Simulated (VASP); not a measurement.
Input of a VASP 6.6.1 run:

The input INCAR:

```
SYSTEM = LaMg3
PREC = Accurate ; ENCUT = 520
EDIFF = 1E-6 ; ISMEAR = 1
SIGMA = 0.1 ; LREAL = .False.
LASPH = .True. ; NELM = 60
ALGO = Normal ; ISIF = 2
LWAVE = .False. ; LCHARG = .True.
GGA = PS ; LELF = .True.
LVHAR = .True. ; NBANDS = 16
```

KPOINTS

```
Automatic mesh
0
Gamma
  5 5 5
  0 0 0
```

The input POSCAR:

```
LaMg3
1.0
    4.9054469500      0.0000000000      0.0000000000
    0.0000000000      4.9054469500      0.0000000000
    0.0000000000      0.0000000000      4.9054469500
La Mg
1 3
Direct
    0.0000000000      0.0000000000      0.0000000000
    0.5000000000      0.5000000000      0.0000000000
    0.5000000000      0.0000000000      0.5000000000
    0.0000000000      0.5000000000      0.5000000000
```

Potentials or basis: VASP PAW PBE potentials, release 64 (La, Mg).

Command:

```sh
$ cat potpaw_PBE.64/La/POTCAR potpaw_PBE.64/Mg/POTCAR > POTCAR
$ mpirun -np 1 vasp_std > vasp.out
```

Q: Predict the pressure.

A: -2.5 GPa.

Caveat: the PAW data sets were made with another functional, which shifts forces and pressure a little.
